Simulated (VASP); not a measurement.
# PbSe in VASP: notebook, part 2 of 2

VASP 6.6.1.

## (3) Single point, PBE

This run uses another cell than the first one: it holds 8 atoms, not 2.

INCAR

```
SYSTEM = PbSe
  ALGO = Normal
  EDIFF = 1E-6
  ENCUT = 520
  GGA = PE
  ISIF = 2
  ISMEAR = 0
  LASPH = .True.
  LCHARG = .False.
  LREAL = .False.
  LWAVE = .False.
  NBANDS = 50
  NELM = 60
  PREC = Accurate
  SIGMA = 0.1
```

KPOINTS

```
k-points
0
Gamma
  4 2 2
  0 0 0
```

POSCAR

```
PbSe
1.0
    2.1985111129      1.2693109829      3.5936480445
   -6.5955333387      1.2693109829      3.5936480445
   -2.1985111129     -6.3465549142      3.5936480446
Pb Se
4 4
Direct
    0.0046494992      0.0011623748      0.0011623748
    0.5046494992      0.0011623748      0.5011623748
    0.5046494992      0.5011623748      0.0011623748
    0.0046494992      0.5011623748      0.5011623748
    0.9953505008      0.2488376252      0.2488376252
    0.4953505008      0.2488376252      0.7488376252
    0.4953505008      0.7488376252      0.2488376252
    0.9953505008      0.7488376252      0.7488376252
```

Potentials or basis: VASP PAW PBE potentials, release 64 (Pb_d, Se).

Command:

```bash
$ cat potpaw_PBE.64/Pb_d/POTCAR potpaw_PBE.64/Se/POTCAR > POTCAR
$ mpirun -np 1 vasp_std > vasp.out
```

OUTCAR:

```text
SYSTEM = PbSe
   EDIFF = 1E-6
   ENCUT = 520
   GGA = PE
   ISIF = 2
   ISMEAR = 0
   LASPH = .True.
   LREAL = .False.
   NELM = 60
   PREC = Accurate

 ion  position               nearest neighbor table
   1  0.005  0.001  0.001-   5 3.08   7 3.08   6 3.08   6 3.14   8 3.14   7 3.14
   2  0.505  0.001  0.501-   6 3.08   8 3.08   5 3.08   5 3.14   7 3.14   8 3.14
   3  0.505  0.501  0.001-   7 3.08   5 3.08   8 3.08   8 3.14   6 3.14   5 3.14
   4  0.005  0.501  0.501-   8 3.08   6 3.08   7 3.08   7 3.14   5 3.14   6 3.14
   5  0.995  0.249  0.249-   1 3.08   3 3.08   2 3.08   2 3.14   4 3.14   3 3.14
   6  0.495  0.249  0.749-   2 3.08   4 3.08   1 3.08   1 3.14   3 3.14   4 3.14
   7  0.495  0.749  0.249-   3 3.08   1 3.08   4 3.08   4 3.14   2 3.14   1 3.14
   8  0.995  0.749  0.749-   4 3.08   2 3.08   3 3.08   3 3.14   1 3.14   2 3.14

  LATTYP: Found a base centered monoclinic cell.
 ALAT       =    12.4406932615
 B/A-ratio  =     0.7068773634
 C/A-ratio  =     0.3536680623
 COS(beta)  =    -0.0009172248

  Lattice vectors:

 A1 = (   6.5955333387,  -1.2693109829,  -3.5936480445)
 A2 = (   2.1985111129,   6.3465549142,  -3.5936480446)
 A3 = (   2.1985111129,   1.2693109829,   3.5936480445)

Analysis of symmetry for initial positions (statically):
=====================================================================
 Subroutine PRICEL returns following result:

  LATTYP: Found a trigonal (rhomboedric) cell.
 ALAT       =     4.3998758792
 COS(alpha) =     0.5006483656

  Lattice vectors:

 A1 = (   2.1985111129,   1.2693109829,   3.5936480445)
 A2 = (  -2.1985111129,   1.2693109829,   3.5936480445)
 A3 = (   0.0000000000,  -2.5386219657,   3.5936480446)

   4 primitive cells build up your supercell.

 Routine SETGRP: Setting up the symmetry group for a
 base centered monoclinic supercell.

 Subroutine GETGRP returns: Found  2 space group operations
 (whereof  2 operations were pure point group operations)
 out of a pool of  4 trial point group operations.
[... 133 lines left out ...]
  Thomas-Fermi vector in A             =   2.270731
   LORBIT       =      0    0 simple, 1 ext, 2 COOP (PROOUT), +10 PAW based schemes
   GGA     = PE    functional components
   LHFCALC =     F    Hartree Fock is set to
   AEXX    =    0.0000 exact exchange contribution
   IVDW    =     0    specifies the selected vdW correction
   LEPSILON=     F    determine dielectric tensor
   LRPA    =     F    only Hartree local field effects (RPA)
 non-spin polarized calculation
 Gauss-broadening in eV      SIGMA  =   0.10
  energy-cutoff  :      520.00
  volume of cell :      240.68
 maximum number of plane-waves:      6504
 NGX is ok and might be reduce to    36

 number of electron      80.0000010 magnetization

 Free energy of the ion-electron system (eV)
  ---------------------------------------------------
  ext. energy  EPLUGINS =         0.00000000
  ---------------------------------------------------
  free energy    TOTEN  =       -32.68583075 eV

  energy without entropy =      -32.68566871  energy(sigma->0) =      -32.68574973

 E-fermi :   4.6774     XC(G=0):  -9.3074

 val. band max:        4.4541464954   @ k =   0.5000   0.5000   0.5000
 cond. band min:       4.9001867792   @ k =   0.5000   0.5000   0.5000
 fundamental gap:      0.4460402838
 Fermi energy:         4.6774152189

 k-point     1 :       0.0000    0.0000    0.0000
  band No.  band energies     occupation
      1     -12.3746      2.00000
      2     -12.2973      2.00000
      3     -12.2973      2.00000
      4     -12.2962      2.00000
      5     -12.2962      2.00000
      6     -12.2957      2.00000
[... 466 lines left out ...]
     49       9.9214      0.00000
     50       9.9344      0.00000

------------------------ aborting loop because EDIFF is reached ----------------------------------------

  FORCE on cell =-STRESS in cart. coord.  units (eV):
  Direction    XX          YY          ZZ          XY          YZ          ZX
  --------------------------------------------------------------------------------------
  -------------------------------------------------------------------------------------
  Total        0.1894316      0.2780749      0.1743790     -0.0767673      0.0307840      0.0533198
  in kB        1.2610129      1.8510957      1.1608107     -0.5110266      0.2049239      0.3549405
  external PRESSURE =       1.4243064 kB  Pullay stress =       0.0000000 kB

 VOLUME and BASIS-vectors are now :
 -----------------------------------------------------------------------------
  energy-cutoff  :      520.00
  volume of cell :      240.68
      direct lattice vectors                 reciprocal lattice vectors
     2.198511113  1.269310983  3.593648045     0.113713321  0.065652417  0.185512509
    -6.595533339  1.269310983  3.593648045    -0.113713321  0.065652417  0.046378127
    -2.198511113 -6.346554914  3.593648045     0.000000000 -0.131304833  0.046378127

 POSITION                                       TOTAL-FORCE (eV/Angst)
 -----------------------------------------------------------------------------------
     -0.00000      0.00000      0.02506         0.000704      0.000406      0.033199
     -0.00000     -2.53862      3.61871         0.000704      0.000406      0.033199
     -2.19851      1.26931      3.61871         0.000704      0.000406      0.033199
     -4.39702     -2.53862      3.61871         0.000704      0.000406      0.033199
      0.00000      0.00000      5.36541        -0.000704     -0.000406     -0.033199
     -2.19851     -3.80793      5.36541        -0.000704     -0.000406     -0.033199
     -4.39702      0.00000      5.36541        -0.000704     -0.000406     -0.033199
     -4.39702     -2.53862      8.95906        -0.000704     -0.000406     -0.033199
 -----------------------------------------------------------------------------------
    total drift:                                0.001136      0.000654      0.000025

  FREE ENERGIE OF THE ION-ELECTRON SYSTEM (eV)
  ---------------------------------------------------
  free  energy   TOTEN  =       -32.6858307518 eV

  energy  without entropy=      -32.6856687114  energy(sigma->0) =      -32.68574973
```

OSZICAR:

```text
N       E                     dE             d eps       ncg     rms          rms(c)
DAV:   1     0.913070937353E+03    0.91307E+03   -0.35881E+04   900   0.166E+03
DAV:   2     0.937652318892E+02   -0.81931E+03   -0.79422E+03   908   0.452E+02
DAV:   3    -0.256544840722E+02   -0.11942E+03   -0.11386E+03  1134   0.198E+02
DAV:   4    -0.336736065595E+02   -0.80191E+01   -0.79012E+01  1072   0.502E+01
DAV:   5    -0.339947563764E+02   -0.32115E+00   -0.32068E+00  1130   0.989E+00    0.549E+00
DAV:   6    -0.326790687293E+02    0.13157E+01   -0.24879E+00  1196   0.761E+00    0.287E+00
DAV:   7    -0.326751110382E+02    0.39577E-02   -0.75256E-01  1286   0.276E+00    0.167E+00
DAV:   8    -0.326951302530E+02   -0.20019E-01   -0.11306E-01  1174   0.254E+00    0.562E-01
DAV:   9    -0.326851311639E+02    0.99991E-02   -0.23395E-02  1206   0.116E+00    0.160E-01
DAV:  10    -0.326857591535E+02   -0.62799E-03   -0.45674E-03  1170   0.293E-01    0.668E-02
DAV:  11    -0.326858284174E+02   -0.69264E-04   -0.31997E-04  1134   0.131E-01    0.977E-03
DAV:  12    -0.326858303938E+02   -0.19765E-05   -0.28713E-05  1078   0.307E-02    0.689E-03
DAV:  13    -0.326858307518E+02   -0.35796E-06   -0.24362E-06   806   0.104E-02
   1 F= -.32685831E+02 E0= -.32685750E+02  d E =-.162040E-03
```

Wall time 74 s (1 thread of Intel Xeon Platinum 8488C (Sapphire Rapids), shared host); peak memory 0.37 GiB.

Results:

| Item | Value |
| --- | --- |
| Free energy | -32.6858 eV |
| Pressure | 0.1 GPa |
| Largest force | 0.033 eV/Å |
| Band gap on the k mesh | 0.45 eV |

Forces in eV/Å, atoms in the order of the input:
```
Pb   0.001  0.000  0.033
Pb   0.001  0.000  0.033
Pb   0.001  0.000  0.033
Pb   0.001  0.000  0.033
Se  -0.001  0.000 -0.033
Se  -0.001  0.000 -0.033
Se  -0.001  0.000 -0.033
Se  -0.001  0.000 -0.033
```

Levels at points of the mesh, in eV from the valence-band top:
| k point | band 36 | band 37 | band 38 | band 39 | band 40 | band 41 | band 42 | band 43 | band 44 | band 45 |
| --- | --- | --- | --- | --- | --- | --- | --- | --- | --- | --- |
| (0.00, 0.00, 0.00) | -1.25 | -1.25 | -1.25 | 0.00 | 0.00 | 0.45 | 0.45 | 1.83 | 1.83 | 1.84 |
| (0.50, 0.00, 0.00) | -1.38 | -0.66 | -0.66 | -0.66 | -0.66 | 1.45 | 1.45 | 1.96 | 1.96 | 2.27 |
| (0.00, 0.50, 0.00) | -1.48 | -1.48 | -1.48 | -0.92 | -0.92 | 2.21 | 2.21 | 2.95 | 2.95 | 2.97 |
| (0.50, 0.50, 0.00) | -2.27 | -1.94 | -1.94 | -1.93 | -1.93 | 2.95 | 2.95 | 2.95 | 2.95 | 3.68 |
| (0.00, 0.50, 0.50) | -1.43 | -1.38 | -1.38 | -0.66 | -0.66 | 1.45 | 1.45 | 2.26 | 2.26 | 2.42 |
| (0.50, 0.50, 0.50) | -1.25 | -1.25 | -1.25 | -0.02 | 0.00 | 0.45 | 0.47 | 1.83 | 1.83 | 1.83 |

Caveat: the k points lie up to 0.44 Å⁻¹ apart; spin-orbit coupling is left out, which moves the levels of the heavy elements. A k mesh can miss the band edges.

## (4) Single point, PBE

This run uses another cell than the first one, of 30.09 Å³/atom.

INCAR

```
SYSTEM = PbSe
ALGO     = Normal         ! electronic algorithm
EDIFF    = 1E-6           ! SCF threshold, eV
ENCUT    = 520            ! plane-wave cutoff, eV
GGA      = PE             ! functional
ISIF     = 2              ! what is computed and relaxed
ISMEAR   = 0              ! smearing method
LASPH    = .True.         ! aspherical terms in the spheres
LCHARG   = .True.         ! write CHGCAR
LELF     = .True.         ! ELF
LREAL    = .False.        ! projectors in reciprocal space
LVHAR    = .True.       
LWAVE    = .False.        ! write WAVECAR
NBANDS   = 17             ! bands
NELM     = 80             ! most SCF steps
PREC     = Accurate       ! precision mode
SIGMA    = 0.02           ! smearing width, eV
```

KPOINTS

```
k-points
0
Gamma
  12 12 12
  0 0 0
```

POSCAR

```
PbSe
1.0
    2.1985111129      1.2693109829      3.5936480445
   -2.1985111129      1.2693109829      3.5936480445
    0.0000000000     -2.5386219657      3.5936480445
Pb Se
1 1
Direct
    0.0023247496      0.0023247496      0.0023247496
    0.4976752504      0.4976752504      0.4976752504
```

Command:

```bash
$ cat potpaw_PBE.64/Pb_d/POTCAR potpaw_PBE.64/Se/POTCAR > POTCAR
$ mpirun -np 1 vasp_std > vasp.out
```

Run time: 1.8 min. Hardware: 1 thread of Intel Xeon Platinum 8488C (Sapphire Rapids), shared host; peak memory 0.35 GiB.

It converged, with:

- Free energy: -8.1978 eV
- Pressure: 0.0 GPa
- Largest force: 0.011 eV/Å
- Band gap on the k mesh: 0.45 eV

Forces on the atoms (eV/Å):
```
Pb   0.000  0.000 -0.011
Se   0.000  0.000  0.011
```

Levels at points of the mesh, in eV from the valence-band top:
| k point | band 6 | band 7 | band 8 | band 9 | band 10 | band 11 | band 12 | band 13 | band 14 | band 15 |
| --- | --- | --- | --- | --- | --- | --- | --- | --- | --- | --- |
| (0.00, 0.00, 0.00) | -13.16 | -6.34 | -1.63 | -1.62 | -1.62 | 4.63 | 4.64 | 4.64 | 6.67 | 6.67 |
| (0.50, 0.00, 0.00) | -12.20 | -8.50 | -1.26 | -1.26 | 0.00 | 0.45 | 1.84 | 1.84 | 8.53 | 10.11 |
| (0.50, 0.50, 0.00) | -11.90 | -7.27 | -4.55 | -2.90 | -2.90 | 3.92 | 5.47 | 5.49 | 5.88 | 11.22 |
| (0.50, 0.50, 0.50) | -12.21 | -8.50 | -1.25 | -1.25 | -0.02 | 0.48 | 1.84 | 1.84 | 8.52 | 10.12 |

Caveat: spin-orbit coupling is left out, which moves the levels of the heavy elements. A k mesh can miss the band edges.

## (5) Single point, PBE

This run uses another cell than the first one, of 30.05 Å³/atom.

INCAR

```
SYSTEM = PbSe
ALGO = Normal
EDIFF = 1E-6
ENCUT = 520
GGA = PE
ISIF = 2
ISMEAR = 0
LASPH = .True.
LCHARG = .False.
LREAL = .False.
LWAVE = .False.
NBANDS = 17
NELM = 60
PREC = Accurate
SIGMA = 0.02
```

KPOINTS

```
k-points
0
Gamma
  10 10 10
  0 0 0
```

POSCAR

```
PbSe
1.0
    3.8072648167     -2.1983171824     -0.0198211339
    3.8072648167      2.1983171824     -0.0198211339
   -2.5193648528      0.0000000000      3.6036571951
Pb Se
1 1
Direct
   -0.0012729456     -0.0012729456      0.0013843467
    0.4975914147      0.4975914147      0.4986156532
```

Command:

```bash
$ cat potpaw_PBE.64/Pb_d/POTCAR potpaw_PBE.64/Se/POTCAR > POTCAR
$ mpirun -np 1 vasp_std > vasp.out
```

Run time: 3 min. Hardware: 1 thread of Intel Xeon Platinum 8488C (Sapphire Rapids), shared host; peak memory 0.43 GiB.

The run converged. Its results:

* Free energy: -8.1982 eV
* Pressure: 0.0 GPa
* Band gap on the k mesh: 0.44 eV

Levels at points of the mesh, in eV from the valence-band top:
| k point | band 6 | band 7 | band 8 | band 9 | band 10 | band 11 | band 12 | band 13 | band 14 | band 15 |
| --- | --- | --- | --- | --- | --- | --- | --- | --- | --- | --- |
| (0.00, 0.00, 0.00) | -13.17 | -6.34 | -1.64 | -1.63 | -1.63 | 4.64 | 4.64 | 4.64 | 6.65 | 6.65 |
| (0.50, 0.00, 0.00) | -12.21 | -8.52 | -1.26 | -1.26 | 0.00 | 0.44 | 1.83 | 1.83 | 8.53 | 10.10 |
| (0.50, 0.50, 0.00) | -11.91 | -7.28 | -4.56 | -2.91 | -2.91 | 3.92 | 5.47 | 5.47 | 5.88 | 11.22 |
| (0.00, 0.00, 0.50) | -12.21 | -8.52 | -1.26 | -1.26 | 0.00 | 0.44 | 1.83 | 1.83 | 8.53 | 10.10 |
| (0.50, 0.00, 0.50) | -11.91 | -7.28 | -4.56 | -2.91 | -2.91 | 3.92 | 5.47 | 5.47 | 5.88 | 11.22 |
| (0.50, 0.50, 0.50) | -12.21 | -8.52 | -1.26 | -1.26 | 0.00 | 0.44 | 1.83 | 1.83 | 8.53 | 10.10 |

Caveat: spin-orbit coupling is left out, which moves the levels of the heavy elements.

## (6) Overview

```csv
cell,k mesh,smearing,gap on the mesh (eV),pressure (GPa),largest force (eV/Å)
"a = 4.392 Å, angles 60.0°, 2 atoms, atomic positions A",6 × 6 × 6,gaussian 0.1 eV,0.44,0.1,-
"a = 4.400, b = 7.618, c = 7.618 Å, angles 70.5, 90.0, 90.0°, 8 atoms, atomic positions B",4 × 2 × 2,gaussian 0.1 eV,0.45,0.1,0.03
"a = 4.400 Å, angles 60.0°, 2 atoms, atomic positions C",12 × 12 × 12,gaussian 0.02 eV,0.45,0.0,0.01
"a = 4.396, b = 4.396, c = 4.397 Å, angles 120.0, 120.0, 60.0°, 2 atoms, atomic positions D",10 × 10 × 10,gaussian 0.02 eV,0.44,0.0,-
```

Alike in all rows: task single point; level PBE; potentials or basis VASP PAW PBE potentials, release 64 (Pb_d, Se); no spin polarisation; cutoff (eV) 520.

Caveats: some runs use coarse meshes; spin-orbit coupling is left out, which moves the levels of the heavy elements.

Total energies depend on the potentials used, so only differences within one code and one set of settings carry meaning.
